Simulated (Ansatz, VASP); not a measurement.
**Two plane-wave programs on Y**

File INCAR:

```
PREC = Accurate
ENCUT = 520
EDIFF = 1E-6
ISMEAR = -1
SIGMA = 0.1
LREAL = False
LASPH = True
NELM = 60
ALGO = Normal
ISIF = 2
LWAVE = False
LCHARG = True
GGA = PS
LELF = True
LVHAR = True
NBANDS = 12
```

The input KPOINTS:

```
regular mesh
0
Gamma
  11 11 11
```

POSCAR

```
Y
1.0
    3.1134664401      0.0000000000      0.0000000000
    0.0000000000      3.1134664401      0.0000000000
    0.0000000000      0.0000000000      3.1134664401
Y
1
Direct
    0.0000000000      0.0000000000      0.0000000000
```

Input for Ansatz:

```yaml
crystal:
  lattice:
    - [3.1134664401, 0.0, 0.0]
    - [0.0, 3.1134664401, 0.0]
    - [0.0, 0.0, 3.1134664401]
  atoms:
    - { symbol: "Y", position: [0.0, 0.0, 0.0] }
hamiltonian:
  xc: pbesol
  pseudopotentials:
    kind: paw
    azcp:
      "Y": "pseudopotentials/Y.paw.azcp"
basis:
  ecutwfc: 420
  fft_grid_basis: typed
kpoints:
  mp_grid: { grid: [11, 11, 11], shift: [0, 0, 0] }
magnetization:
  spin_polarized: false
scf:
  occupations: { method: fermi_dirac, width: 0.1 }
  lower_state_search: "off"
output:
  stress: true
```

Alike in both runs: task single point; functional PBEsol; k mesh 11 × 11 × 11; occupations fermi-dirac, width 0.1 eV; no spin polarisation.

```csv
,VASP,Ansatz
version,VASP 6.6.1,Ansatz 0.2.0
potentials or method,"VASP PAW PBE potentials, release 64 (Y_sv), cutoff 520 eV","plane waves (420 eV) with PAW, scalar-relativistic"
valence electrons in the cell,11,11
```

|  | VASP | Ansatz | Ansatz less VASP |
| --- | --- | --- | --- |
| pressure (GPa) | 2.6 | 2.6 | +0.04 |

VASP's potentials were made for PBE, not for PBEsol, and Ansatz warns of the same on its side. With one functional, cell and mesh, what is left measures potentials, basis and numerics.
